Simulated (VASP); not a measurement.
# BP (zincblende type) (F-43m) in VASP: a series of runs, part 2 of 2

VASP 6.6.1. Earlier steps stand in the parts before.

**3. Single point, PBE**

File INCAR:

```
ALGO     = Normal         # electronic algorithm
EDIFF    = 1E-6           # SCF threshold, eV
ENCUT    = 500            # plane-wave cutoff, eV
GGA      = PE             # functional
GGA_COMPAT= False        
ISIF     = 2              # what is computed and relaxed
ISMEAR   = -1             # smearing method
LASPH    = True           # aspherical terms in the spheres
LCHARG   = False          # write CHGCAR
LREAL    = False          # projectors in reciprocal space
LWAVE    = False          # write WAVECAR
NBANDS   = 11             # bands
NELM     = 120            # most SCF steps
PREC     = Accurate       # precision mode
SIGMA    = 0.05           # smearing width, eV
```

File KPOINTS:

```
k-points
0
Gamma
  15 15 15
```

File POSCAR:

```
BP
1.0
    0.0000000000      2.2728385374      2.2728385374
    2.2728385374      0.0000000000      2.2728385374
    2.2728385374      2.2728385374      0.0000000000
B P
1 1
Direct
    0.0000000000      0.0000000000      0.0000000000
    0.2500000000      0.2500000000      0.2500000000
```

Potentials or basis: VASP PAW PBE potentials, release 64 (B, P).

Command:

```sh
$ cat potpaw_PBE.64/B/POTCAR potpaw_PBE.64/P/POTCAR > POTCAR
$ mpirun -np 1 vasp_std > vasp.out
```

OUTCAR:

```text
EDIFF = 1E-6
   ENCUT = 500
   GGA = PE
   ISIF = 2
   ISMEAR = -1
   LASPH = True
   LREAL = False
   NELM = 120
   PREC = Accurate

 ion  position               nearest neighbor table
   1  0.000  0.000  0.000-   2 1.97   2 1.97   2 1.97   2 1.97
   2  0.250  0.250  0.250-   1 1.97   1 1.97   1 1.97   1 1.97

  LATTYP: Found a face centered cubic cell.
 ALAT       =     4.5456770748

  Lattice vectors:

 A1 = (   0.0000000000,   2.2728385374,   2.2728385374)
 A2 = (   2.2728385374,   0.0000000000,   2.2728385374)
 A3 = (   2.2728385374,   2.2728385374,   0.0000000000)

Analysis of symmetry for initial positions (statically):
=====================================================================
 Subroutine PRICEL returns:
 Original cell was already a primitive cell.

 Routine SETGRP: Setting up the symmetry group for a
 face centered cubic supercell.

 Subroutine GETGRP returns: Found 24 space group operations
 (whereof 24 operations were pure point group operations)
 out of a pool of 48 trial point group operations.

The static configuration has the point symmetry T_d .

[... 170 lines left out ...]
      3       7.3729      1.99999
      4       7.3729      1.99999
      5      10.7662      0.00000
      6      10.7662      0.00000
      7      10.7662      0.00000
      8      14.6701      0.00000
      9      18.8516      0.00000
     10      19.4872      0.00000
     11      19.4872      0.00000
[... 309 lines left out ...]
 k-point    24 :       0.2000    0.1333    0.0000
  band No.  band energies     occupation
      1      -7.3285      2.00000
      2       4.7597      2.00000
      3       5.6706      2.00000
      4       6.0016      2.00000
      5      10.0850      0.00000
      6      13.0036      0.00000
      7      13.1598      0.00000
      8      14.4506      0.00000
      9      18.0690      0.00000
     10      19.9766      0.00000
     11      20.8932      0.00000

 [... further k-points ...]

------------------------ aborting loop because EDIFF is reached ----------------------------------------

  FORCE on cell =-STRESS in cart. coord.  units (eV):
  Direction    XX          YY          ZZ          XY          YZ          ZX
  --------------------------------------------------------------------------------------
  -------------------------------------------------------------------------------------
  Total        0.0095280      0.0095280      0.0095280      0.0000000      0.0000000      0.0000000
  in kB        0.6500932      0.6500932      0.6500932      0.0000000      0.0000000      0.0000000
  external PRESSURE =       0.6500932 kB  Pullay stress =       0.0000000 kB

 VOLUME and BASIS-vectors are now :
 -----------------------------------------------------------------------------
  energy-cutoff  :      500.00
  volume of cell :       23.48
      direct lattice vectors                 reciprocal lattice vectors
     0.000000000  2.272838537  2.272838537    -0.219989230  0.219989230  0.219989230
     2.272838537  0.000000000  2.272838537     0.219989230 -0.219989230  0.219989230
     2.272838537  2.272838537  0.000000000     0.219989230  0.219989230 -0.219989230

 POSITION                                       TOTAL-FORCE (eV/Angst)
 -----------------------------------------------------------------------------------
      0.00000      0.00000      0.00000         0.000000      0.000000      0.000000
      1.13642      1.13642      1.13642        -0.000000     -0.000000     -0.000000
 -----------------------------------------------------------------------------------
    total drift:                                0.000000      0.000000      0.000000

  FREE ENERGIE OF THE ION-ELECTRON SYSTEM (eV)
  ---------------------------------------------------
  free  energy   TOTEN  =       -12.9308764141 eV

  energy  without entropy=      -12.9308763916  energy(sigma->0) =      -12.93087640
```

OSZICAR:

```text
N       E                     dE             d eps       ncg     rms          rms(c)
DAV:   1     0.831142067261E+01    0.83114E+01   -0.38440E+03  2664   0.635E+02
DAV:   2    -0.130251176104E+02   -0.21337E+02   -0.20271E+02  3603   0.106E+02
DAV:   3    -0.136251025955E+02   -0.59998E+00   -0.59833E+00  3337   0.154E+01
DAV:   4    -0.136274740527E+02   -0.23715E-02   -0.23712E-02  3021   0.115E+00
DAV:   5    -0.136274866143E+02   -0.12562E-04   -0.12561E-04  3233   0.828E-02    0.716E+00
DAV:   6    -0.130273211270E+02    0.60017E+00   -0.13758E+00  2994   0.505E+00    0.386E+00
DAV:   7    -0.129381059748E+02    0.89215E-01   -0.22823E-01  3301   0.238E+00    0.132E+00
DAV:   8    -0.129303450835E+02    0.77609E-02   -0.26406E-02  3091   0.924E-01    0.192E-01
DAV:   9    -0.129306679454E+02   -0.32286E-03   -0.71031E-04  3083   0.180E-01    0.121E-01
DAV:  10    -0.129308648041E+02   -0.19686E-03   -0.24930E-04  2985   0.989E-02    0.282E-02
DAV:  11    -0.129308754276E+02   -0.10623E-04   -0.11366E-05  3364   0.223E-02    0.329E-02
DAV:  12    -0.129308764141E+02   -0.98647E-06   -0.45693E-06  2952   0.105E-02
   1 F= -.12930876E+02 E0= -.12930876E+02  d E =-.224872E-07
```

stdout:

```text
POSCAR found type information on POSCAR B P
 POSCAR found :  2 types and       2 ions
 scaLAPACK will be used
 LDA part: xc-table for (Slater+PW92), standard interpolation
 POSCAR, INCAR and KPOINTS ok, starting setup
 FFT: planning ... GRIDC
 FFT: planning ... GRID_SOFT
 FFT: planning ... GRID
 WAVECAR not read
 entering main loop
```

Run time: 23 s. Hardware: 1 thread of Intel Xeon 8259CL, shared host; peak memory 0.15 GiB.

What came out:

```
Free energy            : -12.9309 eV
Pressure               : 0.1 GPa
Band gap on the k mesh : 1.25 eV (least direct gap 3.39 eV)
```

Caveat: an odd mesh through Γ misses points on the zone boundary, where band edges can lie.
